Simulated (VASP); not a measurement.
Runs of VASP 6.6.1 on TePt2Se. The structure is that of space group P-6m2 (No. 187), or close to it. The cells are those of the table. 

```tsv
task	cell	k mesh	cutoff (eV)	smearing	gap on the mesh (eV)	pressure (GPa)	relaxed volume (Å³/atom)	largest force (eV/Å)
single point	a = 4.146, b = 4.146, c = 5.581 Å, angles 90.0, 90.0, 120.0°, 4 atoms	12 × 12 × 8	520	gaussian 0.1 eV	none	-0.2	-	0.01
relaxation of cell and atoms	relaxed from a = 4.146, b = 4.146, c = 5.581 Å, angles 90.0, 90.0, 120.0°, 4 atoms	12 × 12 × 8	600	fermi-dirac 0.15 eV	none	0.0	20.76	-
single point	a = 4.143, b = 4.143, c = 5.582 Å, angles 90.0, 90.0, 120.0°, 4 atoms	6 × 6 × 4	520	gaussian 0.1 eV	none	-0.2	-	0.01
relaxation of cell and atoms	relaxed from a = 4.143, b = 4.143, c = 5.582 Å, angles 90.0, 90.0, 120.0°, 4 atoms	12 × 12 × 8	600	gaussian 0.1 eV	none	0.0	(a)	-
```

Alike in all rows: level PBE; potentials or basis VASP PAW PBE potentials, release 64 (Te, Pt, Se); no spin polarisation.

**Question.** Estimate the missing entries.

**Answer.** (a) 20.74.

Caveats: spin-orbit coupling is left out, which moves the levels of the heavy elements.

A k mesh can miss the band edges, and the runs leave out spin-orbit coupling on Pt, Se, Te.

A gap of «none» marks levels without a gap at the run's occupations.
